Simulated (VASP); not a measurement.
Here is a VASP 6.6.1 calculation.

File POSCAR:

```
Li
1.0
    6.9800000000      0.0000000000      0.0000000000
    0.0000000000      6.9800000000      0.0000000000
    0.0000000000      0.0000000000      6.9800000000
Li
16
Direct
    0.0288108883     -0.0417765043      0.0025214900
    0.4910315186      0.0854727794     -0.0372063037
    0.0117765043      0.5144269341     -0.0022779370
   -0.0385959885     -0.0080945559      0.5319770774
    0.2051862464      0.3104011461      0.2523782235
    0.5610601719      0.4568911175     -0.0033381089
    0.4429799427      0.0223352436      0.5202148997
    0.7883954155      0.2109312321      0.2400143266
   -0.0028796562      0.5375501433      0.5271633238
    0.2941833811      0.7394412607      0.2350143266
    0.2184383954      0.3193266476      0.7184813754
    0.4729512894      0.4990257880      0.5046418338
    0.7154871060      0.7220916905      0.2254154728
    0.7831375358      0.2712893983      0.7164326648
    0.2274498567      0.7238968481      0.7756446991
    0.6927220630      0.7618051576      0.7671060172
```

Contents of INCAR.step1:

```
  PREC = Accurate
  ENCUT = 520
  ISMEAR = -1
  SIGMA = 0.16
  LREAL = Auto
  LASPH = T
  NELM = 80
  NBANDS = 38
  GGA = PE
  ALGO = Normal
  EDIFF = 1E-4
  LWAVE = T
  LCHARG = F
```

The input INCAR.step2:

```
  PREC = Accurate
  ENCUT = 520
  EDIFF = 1E-6
  ISMEAR = -1
  SIGMA = 0.16
  LREAL = Auto
  LASPH = T
  NELM = 80
  ALGO = Normal
  ISIF = 2
  LWAVE = F
  LCHARG = T
  METAGGA = R2SCAN
  LMIXTAU = T
  IVDW = 12
  VDW_S6 = 1.0
  VDW_S8 = 0.78981345
  VDW_A1 = 0.49484001
  VDW_A2 = 5.73083694
  LELF = T
  LVHAR = T
  NBANDS = 38
  ISTART = 1
```

Contents of KPOINTS:

```
regular mesh
0
Gamma
  2 2 2
```

Potentials or basis: VASP PAW PBE potentials, release 64 (Li_sv).

Launch:

```sh
$ cat potpaw_PBE.64/Li_sv/POTCAR > POTCAR
$ cp INCAR.step1 INCAR
$ mpirun -np 1 vasp_std > vasp.out
$ cp INCAR.step2 INCAR
$ mpirun -np 1 vasp_std > vasp.out
```

Estimate the band gap on the k mesh.

zero (band 24 reaches 0.80 eV, above the bottom of band 25 at -0.05 eV).

Estimate the dispersion energy per atom.

-0.076 eV.

Forces in eV/Å, atoms in the order of the input:
```
Li  -0.226  0.397 -0.029
Li  -0.223 -0.449  0.105
Li  -0.411 -0.086  0.023
Li   0.376 -0.280 -0.154
Li   0.253 -0.346  0.078
Li  -0.445  0.181 -0.077
Li   0.099  0.006 -0.159
Li  -0.213  0.205  0.154
Li  -0.432  0.392 -0.582
Li  -0.180  0.107 -0.016
Li   0.134 -0.626  0.441
Li   0.452 -0.100 -0.035
Li   0.291  0.300  0.261
Li  -0.118  0.046  0.173
Li   0.557  0.241 -0.161
Li   0.087  0.013 -0.021
```

Caveat: the k points lie up to 0.45 Å⁻¹ apart; the PAW data sets were made with another functional, which shifts forces and pressure a little.
